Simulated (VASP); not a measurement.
# YAlC4N4 (P-43m) in VASP: a series of runs

Runs on YAlC4N4. Level: PBE. Tasks: single point, relaxation of cell and atoms.

All numbers are computed with VASP 6.6.1; they aren't measurements. Logs are shortened: lines on timing, memory, paths and dates and some standing lists are left out, and cuts for length are marked.

### Step 1. The cell of the first run

The structure is cubic, space group P-43m (No. 215). Conventional cell: a = 6.241 Å, b = 6.241 Å, c = 6.241 Å, α = 90.00°, β = 90.00°, γ = 90.00°. Within 3.0 Å of Y (site symmetry -43m) lie 4 N at 2.26 Å. Al (site symmetry -43m) has 4 C at 1.96 Å within 2.6 Å. C (site symmetry 3m) has 1 N at 1.18 Å within 1.6 Å. N (site symmetry 3m) has 1 C at 1.18 Å within 1.6 Å.

### Step 2. Single point, PBE

The input, INCAR:

```
SYSTEM = YAlC4N4
PREC = Accurate
ENCUT = 520
EDIFF = 1E-7
ISMEAR = 0
SIGMA = 0.1
LREAL = .False.
LASPH = .True.
NELM = 60
ALGO = Normal
ISIF = 2
LWAVE = .False.
LCHARG = .False.
GGA = PE
NBANDS = 36
```

The input, KPOINTS:

```
regular mesh
0
Gamma
  6 6 6
  0 0 0
```

The input, POSCAR:

```
YAlC4N4
1.0
    6.2413704187      0.0000000000      0.0000000000
    0.0000000000      6.2413704187      0.0000000000
    0.0000000000      0.0000000000      6.2413704187
Y Al C N
1 1 4 4
Direct
    0.5000000000      0.5000000000      0.5000000000
    0.0000000000      0.0000000000      0.0000000000
    0.1814699702      0.1814699702      0.1814699702
    0.1814699702      0.8185300298      0.8185300298
    0.8185300298      0.1814699702      0.8185300298
    0.8185300298      0.8185300298      0.1814699702
    0.2910474511      0.2910474511      0.2910474511
    0.2910474511      0.7089525489      0.7089525489
    0.7089525489      0.2910474511      0.7089525489
    0.7089525489      0.7089525489      0.2910474511
```

Potentials or basis: VASP PAW PBE potentials, release 64 (Y_sv, Al, C, N).

Launch:

```console
$ cat potpaw_PBE.64/Y_sv/POTCAR potpaw_PBE.64/Al/POTCAR potpaw_PBE.64/C/POTCAR potpaw_PBE.64/N/POTCAR > POTCAR
$ mpirun -np 1 vasp_std > vasp.out
```

OUTCAR:

```text
SYSTEM = YAlC4N4
   PREC = Accurate
   ENCUT = 520
   EDIFF = 1E-7
   ISMEAR = 0
   LREAL = .False.
   LASPH = .True.
   NELM = 60
   ISIF = 2
   GGA = PE

 ion  position               nearest neighbor table
   1  0.500  0.500  0.500-   7 2.26   8 2.26   9 2.26  10 2.26
   2  0.000  0.000  0.000-   3 1.96   4 1.96   5 1.96   6 1.96
   3  0.181  0.181  0.181-   7 1.18   2 1.96
   4  0.181  0.819  0.819-   8 1.18   2 1.96
   5  0.819  0.181  0.819-   9 1.18   2 1.96
   6  0.819  0.819  0.181-  10 1.18   2 1.96
   7  0.291  0.291  0.291-   3 1.18   1 2.26
   8  0.291  0.709  0.709-   4 1.18   1 2.26
   9  0.709  0.291  0.709-   5 1.18   1 2.26
  10  0.709  0.709  0.291-   6 1.18   1 2.26

  LATTYP: Found a simple cubic cell.
 ALAT       =     6.2413704187

  Lattice vectors:

 A1 = (   6.2413704187,   0.0000000000,   0.0000000000)
 A2 = (   0.0000000000,   6.2413704187,   0.0000000000)
 A3 = (   0.0000000000,   0.0000000000,   6.2413704187)

Analysis of symmetry for initial positions (statically):
=====================================================================
 Subroutine PRICEL returns:
 Original cell was already a primitive cell.

 Routine SETGRP: Setting up the symmetry group for a
 simple cubic supercell.

 Subroutine GETGRP returns: Found 24 space group operations
 (whereof 24 operations were pure point group operations)
 out of a pool of 48 trial point group operations.

The static configuration has the point symmetry T_d .

Analysis of symmetry for dynamics (positions and initial velocities):
=====================================================================
 Subroutine PRICEL returns:
 Original cell was already a primitive cell.

 Routine SETGRP: Setting up the symmetry group for a
 simple cubic supercell.

 Subroutine GETGRP returns: Found 24 space group operations
 (whereof 24 operations were pure point group operations)
 out of a pool of 48 trial point group operations.

The dynamic configuration has the point symmetry T_d .

 Subroutine INISYM returns: Found 24 space group operations
 (whereof 24 operations are pure point group operations),
 and found     1 'primitive' translations

----------------------------------------------------------------------------------------

                                     Primitive cell

  volume of cell :     243.1307

  direct lattice vectors                    reciprocal lattice vectors
     6.241370419  0.000000000  0.000000000     0.160221223  0.000000000  0.000000000
     0.000000000  6.241370419  0.000000000     0.000000000  0.160221223  0.000000000
     0.000000000  0.000000000  6.241370419     0.000000000  0.000000000  0.160221223

  length of vectors
     6.241370419  6.241370419  6.241370419     0.160221223  0.160221223  0.160221223

  position of ions in fractional coordinates (direct lattice)
     0.500000000  0.500000000  0.500000000
     0.000000000  0.000000000  0.000000000
     0.181469970  0.181469970  0.181469970
     0.181469970  0.818530030  0.818530030
     0.818530030  0.181469970  0.818530030
     0.818530030  0.818530030  0.181469970
     0.291047451  0.291047451  0.291047451
     0.291047451  0.708952549  0.708952549
     0.708952549  0.291047451  0.708952549
     0.708952549  0.708952549  0.291047451

  ion indices of the primitive-cell ions
   primitive index   ion index
                 1           1
                 2           2
                 3           3
                 4           4
                 5           5
                 6           6
                 7           7
                 8           8
                 9           9
                10          10

----------------------------------------------------------------------------------------

 KPOINTS: regular mesh

Automatic generation of k-mesh.
 Grid dimensions read from file:
 generate k-points for:    6    6    6

 Generating k-lattice:

  Cartesian coordinates                     Fractional coordinates (reciprocal lattice)
     0.026703537  0.000000000  0.000000000     0.166666667  0.000000000  0.000000000
     0.000000000  0.026703537  0.000000000     0.000000000  0.166666667  0.000000000
     0.000000000  0.000000000  0.026703537     0.000000000  0.000000000  0.166666667

  Length of vectors
     0.026703537  0.026703537  0.026703537

  Shift w.r.t. Gamma in fractional coordinates (k-lattice)
     0.000000000  0.000000000  0.000000000

 Subroutine IBZKPT returns following result:
 ===========================================

 Found     20 irreducible k-points:

 Following reciprocal coordinates:
            Coordinates               Weight
  0.000000  0.000000  0.000000      1.000000
  0.166667  0.000000  0.000000      6.000000
  0.333333  0.000000  0.000000      6.000000
  0.500000  0.000000  0.000000      3.000000
  0.166667  0.166667  0.000000     12.000000
  0.333333  0.166667  0.000000     24.000000
[... 12 lines left out ...]
  0.500000  0.500000  0.333333      6.000000
  0.500000  0.500000  0.500000      1.000000
   k-points           NKPTS =     20   k-points in BZ     NKDIM =     20   number of bands    NBANDS=     36
   number of dos      NEDOS =    301   number of ions     NIONS =     10
   total plane-waves  NPLWV = 110592
   dimension x,y,z NGX =    48 NGY =   48 NGZ =   48
   dimension x,y,z NGXF=    96 NGYF=   96 NGZF=   96
   ions per type =               1   1   4   4
   NGX,Y,Z   is equivalent  to a cutoff of  12.79, 12.79, 12.79 a.u.
   NGXF,Y,Z  is equivalent  to a cutoff of  25.57, 25.57, 25.57 a.u.
 SYSTEM =  YAlC4N4
   PREC   = accura    normal or accurate (medium, high low for compatibility)
   ISTART =      0    job   : 0-new  1-cont  2-samecut
   ICHARG =      2    charge: 1-file 2-atom 10-const
   ISPIN  =      1    spin polarized calculation?
   LNONCOLLINEAR =      F non collinear calculations
   LSORBIT =      F    spin-orbit coupling
   LASPH  =      T    aspherical Exc in radial PAW
   ENCUT  =  520.0 eV  38.22 Ry    6.18 a.u.  11.60 11.60 11.60*2*pi/ulx,y,z
   NELM   =     60;   NELMIN=  2; NELMDL= -5     # of ELM steps
   EDIFF  = 0.1E-06   stopping-criterion for ELM
   LREAL  =      F    real-space projection
   EDIFFG = 0.1E-05   stopping-criterion for IOM
   NSW    =      0    number of steps for IOM
   IBRION =     -1    ionic relax: 0-MD 1-quasi-New 2-CG
   NFREE  =      0    steps in history (QN), initial steepest desc. (CG)
   ISIF   =      2    stress and relaxation
   ISYM   =      2    0-nonsym 1-usesym 2-fastsym
   POTIM  = 0.5000    time-step for ionic-motion
   TEBEG  =    0.0;   TEEND  =   0.0 temperature during run
   PSTRESS=    0.0 pullay stress
   NELECT =      50.0000    total number of electrons
   NUPDOWN=      -1.0000    fix difference up-down
   EMIN   =  10.00;   EMAX   =-10.00  energy-range for DOS
   EFERMI =   0.00;   METHOD = LEGACY
   ISMEAR =     0;   SIGMA  =   0.10  broadening in eV -4-tet -1-fermi 0-gaus
   EFERMI_NEDOS =   21; number of points for ismear=-14 and -15
   IALGO  =     38    algorithm
   IMIX   =      4    mixing-type and parameters
     AMIX     =   0.40;   BMIX     =  1.00
     AMIX_MAG =   1.60;   BMIX_MAG =  1.00
  volume/ion in A,a.u.               =      24.31       164.07
  Fermi-wavevector in a.u.,A,eV,Ry     =   0.966314  1.826068 12.704610  0.933762
  Thomas-Fermi vector in A             =   2.096105
   LORBIT       =      0    0 simple, 1 ext, 2 COOP (PROOUT), +10 PAW based schemes
   GGA     = PE    functional components
   LHFCALC =     F    Hartree Fock is set to
   AEXX    =    0.0000 exact exchange contribution
   IVDW    =     0    specifies the selected vdW correction
   LEPSILON=     F    determine dielectric tensor
   LRPA    =     F    only Hartree local field effects (RPA)
 non-spin polarized calculation
 Gauss-broadening in eV      SIGMA  =   0.10
  energy-cutoff  :      520.00
  volume of cell :      243.13
 maximum number of plane-waves:      6619
 NGX is ok and might be reduce to    48
   NGX = 23   NGY = 23   NGZ = 23

 number of electron      49.9999998 magnetization

 Free energy of the ion-electron system (eV)
  ---------------------------------------------------
  ext. energy  EPLUGINS =         0.00000000
  ---------------------------------------------------
  free energy    TOTEN  =       -79.69984172 eV

  energy without entropy =      -79.64763132  energy(sigma->0) =      -79.67373652

 E-fermi :   1.2246     XC(G=0):  -6.6147

 val. band max:        1.2195174869   @ k =   0.1667   0.0000   0.0000
 cond. band min:       1.2594157353   @ k =   0.5000   0.3333   0.3333
 fundamental gap:      0.0398982485
 Fermi energy:         1.2246440842

 k-point     1 :       0.0000    0.0000    0.0000
  band No.  band energies     occupation
      1     -42.4629      2.00000
      2     -22.6302      2.00000
      3     -22.6302      2.00000
      4     -22.6302      2.00000
      5     -18.5490      2.00000
      6     -18.4149      2.00000
[... 28 lines left out ...]
     35       4.6038      0.00000
     36       5.0243      0.00000

 k-point     2 :       0.1667    0.0000    0.0000
  band No.  band energies     occupation
      1     -42.4628      2.00000
      2     -22.6303      2.00000
      3     -22.6301      2.00000
      4     -22.6301      2.00000
      5     -18.5417      2.00000
      6     -18.4219      2.00000
[... 28 lines left out ...]
     35       4.9527      0.00000
     36       4.9960      0.00000
[... 661 lines left out ...]
     35       4.5133      0.00000
     36       4.8090      0.00000

 k-point    20 :       0.5000    0.5000    0.5000
  band No.  band energies     occupation
      1     -42.4628      2.00000
      2     -22.6305      2.00000
      3     -22.6305      2.00000
      4     -22.6305      2.00000
      5     -18.5182      2.00000
      6     -18.4240      2.00000
[... 28 lines left out ...]
     35       4.0951      0.00000
     36       4.8931      0.00000

------------------------ aborting loop because EDIFF is reached ----------------------------------------

  FORCE on cell =-STRESS in cart. coord.  units (eV):
  Direction    XX          YY          ZZ          XY          YZ          ZX
  --------------------------------------------------------------------------------------
  -------------------------------------------------------------------------------------
  Total        0.3266606      0.3266606      0.3266606      0.0000000      0.0000000      0.0000000
  in kB        2.1526206      2.1526206      2.1526206      0.0000000      0.0000000      0.0000000
  external PRESSURE =       2.1526206 kB  Pullay stress =       0.0000000 kB

 VOLUME and BASIS-vectors are now :
 -----------------------------------------------------------------------------
  energy-cutoff  :      520.00
  volume of cell :      243.13
      direct lattice vectors                 reciprocal lattice vectors
     6.241370419  0.000000000  0.000000000     0.160221223  0.000000000  0.000000000
     0.000000000  6.241370419  0.000000000     0.000000000  0.160221223  0.000000000
     0.000000000  0.000000000  6.241370419     0.000000000  0.000000000  0.160221223

 POSITION                                       TOTAL-FORCE (eV/Angst)
 -----------------------------------------------------------------------------------
      3.12069      3.12069      3.12069        -0.000000     -0.000000     -0.000000
      0.00000      0.00000      0.00000         0.000000     -0.000000     -0.000000
      1.13262      1.13262      1.13262        -0.196242     -0.196242     -0.196242
      1.13262      5.10875      5.10875        -0.196242      0.196242      0.196242
      5.10875      1.13262      5.10875         0.196242     -0.196242      0.196242
      5.10875      5.10875      1.13262         0.196242      0.196242     -0.196242
      1.81653      1.81653      1.81653         0.188924      0.188924      0.188924
      1.81653      4.42484      4.42484         0.188924     -0.188924     -0.188924
      4.42484      1.81653      4.42484        -0.188924      0.188924     -0.188924
      4.42484      4.42484      1.81653        -0.188924     -0.188924      0.188924
 -----------------------------------------------------------------------------------
    total drift:                               -0.000000     -0.000000      0.000000

  FREE ENERGIE OF THE ION-ELECTRON SYSTEM (eV)
  ---------------------------------------------------
  free  energy   TOTEN  =       -79.6998417182 eV

  energy  without entropy=      -79.6476313174  energy(sigma->0) =      -79.67373652
```

Wall time 3.5 min (1 thread of Oxide Virtual Turin-like, shared host); peak memory 0.41 GiB.

What came out:

| Quantity | Value |
| --- | --- |
| Free energy | -79.6998 eV |
| Pressure | 0.2 GPa |
| Largest force | 0.340 eV/Å |
| Band gap on the k mesh | zero (band 25 reaches 1.28 eV, above the bottom of band 26 at 1.12 eV) |

Forces in eV/Å, atoms in the order of the input:
```
Y    0.000  0.000  0.000
Al   0.000  0.000  0.000
C   -0.196 -0.196 -0.196
C   -0.196  0.196  0.196
C    0.196 -0.196  0.196
C    0.196  0.196 -0.196
N    0.189  0.189  0.189
N    0.189 -0.189 -0.189
N   -0.189  0.189 -0.189
N   -0.189 -0.189  0.189
```

Levels at points of the mesh, in eV from the Fermi level:
```tsv
k point	band 23	band 24	band 25	band 26	band 27	band 28
(0.00, 0.00, 0.00)	-5.70	-5.70	-0.10	-0.10	-0.10	0.05
(0.50, 0.00, 0.00)	-5.77	-5.77	-0.18	0.37	0.37	0.55
(0.50, 0.50, 0.00)	-5.77	-5.77	-0.17	0.57	0.76	0.76
(0.50, 0.50, 0.50)	-5.70	-5.70	0.05	0.05	0.44	0.44
```

### Step 3. Relaxation of cell and atoms, PBE

This run uses another cell than the first one, of 22.34 Å³/atom, 0.919 times its volume.

The input, INCAR:

```
  PREC = Accurate
  ENCUT = 600
  EDIFF = 1E-7
  ISMEAR = 0
  SIGMA = 0.1
  LREAL = F
  LASPH = T
  NELM = 60
  ALGO = Normal
  ISIF = 3
  LWAVE = F
  LCHARG = F
  GGA = PE
  IBRION = 2
  NSW = 90
  EDIFFG = -0.04
```

The input, KPOINTS:

```
Automatic mesh
0
Gamma
  4 4 4
```

The input, POSCAR:

```
YAlC4N4
1.0
    6.0679513300      0.0000000000      0.0000000000
    0.0000000000      6.0679513300      0.0000000000
    0.0000000000      0.0000000000      6.0679513300
Y Al C N
1 1 4 4
Direct
    0.5000000000      0.5000000000      0.5000000000
    0.0000000000      0.0000000000      0.0000000000
    0.1784015200      0.1784015200      0.1784015200
    0.1784015200      0.8215984800      0.8215984800
    0.8215984800      0.1784015200      0.8215984800
    0.8215984800      0.8215984800      0.1784015200
    0.2897240700      0.2897240700      0.2897240700
    0.2897240700      0.7102759300      0.7102759300
    0.7102759300      0.2897240700      0.7102759300
    0.7102759300      0.7102759300      0.2897240700
```

Potentials or basis: VASP PAW PBE potentials, release 64 (Y_sv, Al, C, N).

Launch:

```console
$ cat potpaw_PBE.64/Y_sv/POTCAR potpaw_PBE.64/Al/POTCAR potpaw_PBE.64/C/POTCAR potpaw_PBE.64/N/POTCAR > POTCAR
$ mpirun -np 1 vasp_std > vasp.out
```

It took 9.5 min on 1 thread of Oxide Virtual Turin-like, shared host; peak memory 0.37 GiB.

The run converged. Its results:

- Free energy: -79.6918 eV
- Relaxed volume: 24.30 Å³/atom
- Relaxed cell: a = 6.241 Å, b = 6.241 Å, c = 6.241 Å, α = 90.00°, β = 90.00°, γ = 90.00°
- Space group after relaxing (to 0.05 Å): P-43m (No. 215)
- Energy gained by relaxing: 36.5 meV/atom
- Ionic steps: 7
- Pressure after relaxing: 0.0 GPa
- Largest force after relaxing: 0.028 eV/Å
- Band gap on the k mesh: zero (band 25 reaches 1.26 eV, above the bottom of band 26 at 1.11 eV)

Forces on the atoms (eV/Å):
```
Y    0.000  0.000  0.000
Al   0.000  0.000  0.000
C    0.016  0.016  0.016
C    0.016 -0.016 -0.016
C   -0.016  0.016 -0.016
C   -0.016 -0.016  0.016
N    0.009  0.009  0.009
N    0.009 -0.009 -0.009
N   -0.009  0.009 -0.009
N   -0.009 -0.009  0.009
```

The path:
```csv
step,energy change (eV),largest force (eV/Å),pressure (GPa),volume (Å³)
1,0.0000,1.4523,6.23,223.42
2,2.1457,8.8091,-8.57,252.71
3,-0.1138,2.2187,2.37,228.39
4,-0.3386,0.7737,-1.58,247.59
5,-0.3477,0.9179,-1.01,244.20
6,-0.1544,3.4599,3.67,239.20
7,-0.3648,0.0285,-0.04,243.04
```

Final structure:
```
Y Al C N
1.0
     6.24059    0.00000    0.00000
     0.00000    6.24059    0.00000
     0.00000    0.00000    6.24059
Y Al C N
1 1 4 4
Direct
  0.50000 0.50000 0.50000
  0.00000 0.00000 0.00000
  0.18115 0.18115 0.18115
  0.18115 0.81885 0.81885
  0.81885 0.18115 0.81885
  0.81885 0.81885 0.18115
  0.29102 0.29102 0.29102
  0.29102 0.70898 0.70898
  0.70898 0.29102 0.70898
  0.70898 0.70898 0.29102
```

Levels at points of the mesh, in eV from the Fermi level:
| k point | band 22 | band 23 | band 24 | band 25 | band 26 | band 27 | band 28 | band 29 |
| --- | --- | --- | --- | --- | --- | --- | --- | --- |
| (0.00, 0.00, 0.00) | -5.67 | -5.67 | -5.67 | -0.11 | -0.11 | -0.11 | 0.04 | 0.04 |
| (0.50, 0.00, 0.00) | -5.81 | -5.75 | -5.75 | -0.19 | 0.36 | 0.36 | 0.54 | 0.81 |
| (0.50, 0.50, 0.00) | -5.83 | -5.74 | -5.74 | -0.17 | 0.56 | 0.75 | 0.75 | 0.77 |
| (0.50, 0.50, 0.50) | -5.67 | -5.67 | -5.67 | 0.05 | 0.05 | 0.44 | 0.44 | 0.44 |

[end of part 1 of 2]
